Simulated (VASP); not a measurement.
Input of a VASP 6.6.1 run:

File INCAR:

```
SYSTEM = Co
PREC = Accurate
ENCUT = 520
EDIFF = 1E-6
ISMEAR = -1
SIGMA = 0.05
LREAL = .False.
LASPH = .True.
NELM = 150
ALGO = Normal
ISIF = 2
LWAVE = .False.
LCHARG = .False.
ISPIN = 2
MAGMOM = 2 2 2 2 2
LORBIT = 11
LMAXMIX = 4
GGA = PS
NBANDS = 34
```

KPOINTS

```
regular mesh
0
Gamma
  12 12 1
  0 0 0
```

The input POSCAR:

```
Co
1.0
    2.4705617809      0.0000000000      0.0000000000
   -1.2352808904      2.1395692639      0.0000000000
    0.0000000000      0.0000000000     23.0882338000
Co
5
Direct
    0.0000000000      0.0000000000      0.3248407854
    0.3333333300      0.6666666600      0.4124203927
    0.0000000000      0.0000000000      0.5000000000
    0.6666666700      0.3333333400      0.5875796073
    0.0000000000      0.0000000000      0.6751592146
```

Potentials or basis: VASP PAW PBE potentials, release 64 (Co).

The run is started by

```sh
$ cat potpaw_PBE.64/Co/POTCAR > POTCAR
$ mpirun -np 1 vasp_std > vasp.out
```

Task: Predict the site moments.

Result: Co +1.73, +1.67, +1.63 (each value once) μB.

Task: Estimate the largest force.

Result: 0.644 eV/Å.

Forces in eV/Å, atoms in the order of the input:
```
Co   0.000  0.000  0.644
Co   0.000  0.000 -0.415
Co   0.000  0.000  0.000
Co   0.000  0.000  0.415
Co   0.000  0.000 -0.644
```

Caveat: the PAW data sets were made with another functional, which shifts forces and pressure a little.
